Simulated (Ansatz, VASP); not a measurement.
# NaTlS2: VASP beside Ansatz

The input INCAR:

```
SYSTEM = NaTlS2
PREC = Accurate ; ENCUT = 520
EDIFF = 1E-7 ; ISMEAR = -1
SIGMA = 0.02 ; LREAL = .FALSE.
LASPH = .TRUE. ; NELM = 150
ALGO = Normal ; ISIF = 2
LWAVE = .FALSE. ; LCHARG = .TRUE.
MAGMOM = 0 0 0 0 0 0 0 0 0 0 0 0 ; LORBIT = 11
LSORBIT = .TRUE. ; GGA_COMPAT = .FALSE.
LORBMOM = .TRUE. ; GGA = PE
LVHAR = .TRUE. ; NBANDS = 46
```

KPOINTS

```
regular mesh
0
G
  4 4 2
  0 0 0
```

The input POSCAR:

```
NaTlS2
1.0
    4.1044901738      0.0000000000      0.0000000000
    0.0000000000      4.1044901738      0.0000000000
    0.0000000000      0.0000000000      6.6389352781
Na S Tl
1 2 1
Direct
    0.0000000000      0.0000000000      0.0000000000
    0.0000000000      0.5000000000      0.2708669250
    0.5000000000      0.0000000000      0.7291330750
    0.5000000000      0.5000000000      0.5000000000
```

Input for Ansatz:

```yaml
crystal:
  lattice:
    - [4.1044901738, 0.0, 0.0]
    - [0.0, 4.1044901738, 0.0]
    - [0.0, 0.0, 6.6389352781]
  atoms:
    - { symbol: Na, position: [0.0, 0.0, 0.0] }
    - { symbol: S, position: [0.0, 0.5, 0.270866925] }
    - { symbol: Tl, position: [0.5, 0.5, 0.5] }
    - { symbol: S, position: [0.5, 0.0, 0.729133075] }
kpoints:
  mp_grid: { grid: [4, 4, 2] }
hamiltonian:
  xc: pbe
scf:
  occupations: { method: fermi_dirac, width: 0.02 }
  n_extra_bands: 32
magnetization:
  noncollinear: true
  spin_orbit: true
output:
  optics: { e_range: [0, 12], de: 0.05, sigma: 0.1, bands: scf }
```

Alike in both runs: task single point; functional PBE; k mesh 4 × 4 × 2; occupations fermi-dirac, width 0.02 eV; non-collinear spin, spin-orbit coupling.

|  | VASP | Ansatz |
| --- | --- | --- |
| version | VASP 6.6.1 | Ansatz 0.2.0 |
| potentials or method | VASP PAW PBE potentials, release 64 (Na_pv, S, Tl_d) | plane waves, PAW |
| plane-wave cutoff (eV) | 520 | 420 |
| valence electrons in the cell | 32 | 34 |

|  | VASP | Ansatz | Ansatz less VASP |
| --- | --- | --- | --- |
| net moment per atom (μB) | 0.00 | 0.00 | 0.000 |

VASP's potentials hold 32 valence electrons a cell and Ansatz's 34, so a difference there can come from the potentials and not from the codes. Ansatz's warnings: optics gap not shown off mesh.

The k mesh is coarse, so the values compare programs but aren't converged.
